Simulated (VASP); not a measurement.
A run of VASP 6.6.1 is set up as follows.

File INCAR:

```
SYSTEM = TaN
  PREC = Accurate
  ENCUT = 520
  EDIFF = 1E-6
  ISMEAR = -1
  SIGMA = 0.02
  LREAL = .FALSE.
  LASPH = .TRUE.
  NELM = 80
  ALGO = Normal
  ISIF = 2
  LWAVE = .FALSE.
  LCHARG = .FALSE.
  GGA = PE
  NBANDS = 15
```

The input KPOINTS:

```
regular mesh
0
G
  12 12 10
  0 0 0
```

File POSCAR:

```
TaN
1.0
    2.9379988584      0.0440699829      0.0440699829
   -1.4308337045      2.5223466563      0.0161307333
    0.0432450000      0.0432450000      2.8830000000
Ta N
1 1
Direct
    0.3333333333      0.6666666667      0.5000000000
    0.0000000000      0.0000000000      0.0000000000
```

Potentials or basis: VASP PAW PBE potentials, release 64 (Ta_pv, N).

Launch:

```sh
$ cat potpaw_PBE.64/Ta_pv/POTCAR potpaw_PBE.64/N/POTCAR > POTCAR
$ mpirun -np 1 vasp_std > vasp.out
```

Predict the pressure.

6.4 GPa.

What does it give for the largest force?

0.049 eV/Å.

Predict the band gap on the k mesh.

zero (band 8 reaches 8.44 eV, above the bottom of band 9 at 8.21 eV).

Forces in eV/Å, atoms in the order of the input:
```
Ta   0.016 -0.004 -0.046
N   -0.016  0.004  0.046
```

Caveat: the cell differs from its parent crystal (equal xy, yz and zx shear strains of +3 %); spin-orbit coupling is left out, which moves the levels of the heavy elements.
